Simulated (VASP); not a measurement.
Wanted: the native input for a VASP 6.6.1 run.

- Task: single point
- Functional: PBE
- Potentials or basis: VASP PAW PBE potentials, release 64 (Al, As)
- Cutoff: 500 eV
- k mesh: 7 × 7 × 7
- Occupations: gaussian, width 0.01 eV
- Spin: no spin polarisation
- Dipole correction: no
- Further INCAR settings: ALGO = Normal; EDIFF = 1e-06; NBANDS = 11

The structure of AlAs lies in POSCAR:

```
AlAs
1.0
    0.0000000000      2.8379010000      2.8379010000
    2.8379010000      0.0000000000      2.8379010000
    2.8379010000      2.8379010000      0.0000000000
Al As
1 1
Direct
    0.0000000000      0.0000000000      0.0000000000
    0.7500000000      0.7500000000      0.7500000000
```

One way to write it, as run:

INCAR

```
PREC     = Accurate       # precision mode
ENCUT    = 500            # plane-wave cutoff, eV
EDIFF    = 1E-6           # SCF threshold, eV
ISMEAR   = 0              # smearing method
SIGMA    = 0.01           # smearing width, eV
LREAL    = F              # projectors in reciprocal space
LASPH    = T              # aspherical terms in the spheres
NELM     = 120            # most SCF steps
ALGO     = Normal         # electronic algorithm
ISIF     = 2              # what is computed and relaxed
LWAVE    = F              # write WAVECAR
LCHARG   = F              # write CHGCAR
GGA      = PE             # functional
NBANDS   = 11             # bands
GGA_COMPAT= F
```

KPOINTS

```
regular mesh
0
Gamma
  7 7 7
```

Potentials or basis: VASP PAW PBE potentials, release 64 (Al, As).

Run with:

```sh
$ cat potpaw_PBE.64/Al/POTCAR potpaw_PBE.64/As/POTCAR > POTCAR
$ mpirun -np 1 vasp_std > vasp.out
```

It gave:

```
Pressure               : 2.2 GPa
Band gap on the k mesh : 1.56 eV, indirect (least direct gap 2.00 eV)
```

Run time: 6.4 s on 1 thread of AMD EPYC 9R45 96-Core Processor (Zen 5) (shared host), peak memory 0.13 GiB.
